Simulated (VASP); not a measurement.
Write the native input for VASP 6.6.1 that does the following.

```yaml
Task: relaxation of the atoms
Functional: PBEsol
Potentials_or_basis: VASP PAW PBE potentials, release 64 (Mg, H)
Cutoff: 520 eV
k_mesh: 8 × 5 × 1
Occupations: gaussian, width 0.1 eV
Spin: no spin polarisation
Dipole_correction: yes
Atoms_held_fixed_from_0: "[0, 1, 2, 3]"
Further_INCAR_settings: ALGO = Normal; EDIFF = 1e-06; IBRION = 2; EDIFFG = -0.025; NSW = 36
Atoms_held_along_some_axes_from_0: atom 4 along a and b
```

The structure of Mg4H lies in POSCAR:

```
Mg4H
1.0
    3.1881999939      0.0000000000      0.0000000000
    0.0000000000      5.1084658709      0.0000000000
    0.0000000000      0.0000000000     19.1358427726
Mg H
4 1
Selective dynamics
Direct
    0.0000000000      0.7500000000      0.2090318178  F F F
    0.5000000000      0.2500000000      0.2571276385  F F F
    0.5000000000      0.7500000000      0.3576109084  F F F
    0.0000000000      0.2500000000      0.3990335238  F F F
    0.0000000000      0.6250000000      0.3633809057  F F T
```

One way to write it, as run:

INCAR

```
PREC = Accurate ; ENCUT = 520
EDIFF = 1E-6 ; ISMEAR = 0
SIGMA = 0.1 ; LREAL = False
LASPH = True ; NELM = 100
ALGO = Normal ; ISIF = 2
LWAVE = False ; LCHARG = False
LDIPOL = True ; IDIPOL = 3
DIPOL = 0.5 0.5 0.317 ; GGA = PS
IBRION = 2 ; NSW = 36
EDIFFG = -0.025
```

KPOINTS

```
regular mesh
0
Gamma
  8 5 1
```

Potentials or basis: VASP PAW PBE potentials, release 64 (Mg, H).

Command:

```console
$ cat potpaw_PBE.64/Mg/POTCAR potpaw_PBE.64/H/POTCAR > POTCAR
$ mpirun -np 1 vasp_std > vasp.out
```

It gave:

| Quantity | Value |
| --- | --- |
| Energy gained by relaxing | 96.8 meV/atom |
| Ionic steps | 7 |
| Band gap on the k mesh | zero (an odd number of electrons rules out a gap without spin polarisation) |

Run time: 2.7 min on 1 thread of Intel(R) Xeon(R) Platinum 8488C (Sapphire Rapids) (shared host), peak memory 0.4 GiB.
